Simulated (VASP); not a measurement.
Runs of VASP 6.6.1 on Cu3Pd. Symmetry: P4/mmm, No. 123, tetragonal system. The conventional cell has a = 3.697 Å, b = 3.697 Å, c = 3.659 Å, α = 90.00°, β = 90.00°, γ = 90.00°. Cu (site symmetry mmm) has 8 Cu at 2.60 to 2.61 Å and 4 Pd at 2.60 Å within 3.4 Å. Within 3.4 Å of Cu (site symmetry 4/mmm) lie 8 Cu at 2.60 Å and 4 Pd at 2.61 Å. Pd (site symmetry 4/mmm) has 12 Cu at 2.60 to 2.61 Å within 3.4 Å. 

| smearing | gap on the mesh (eV) | pressure (GPa) |
| --- | --- | --- |
| methfessel-paxton 0.3 eV | none | -9.4 |
| methfessel-paxton 0.1 eV | none | -9.7 |
| methfessel-paxton 0.2 eV | none | (a) |
| methfessel-paxton 0.5 eV | none | -9.5 |

Alike in all rows: task single point; level LDA; potentials or basis VASP PAW LDA potentials, release 64 (Cu, Pd); no spin polarisation; cell as given; k mesh 6 × 6 × 6; cutoff (eV) 520.

Question: Estimate the missing entries.

Answer: (a) -9.6.

A k mesh can miss the band edges, and the runs leave out spin-orbit coupling on Pd.

A gap of «none» marks levels without a gap at the run's occupations.
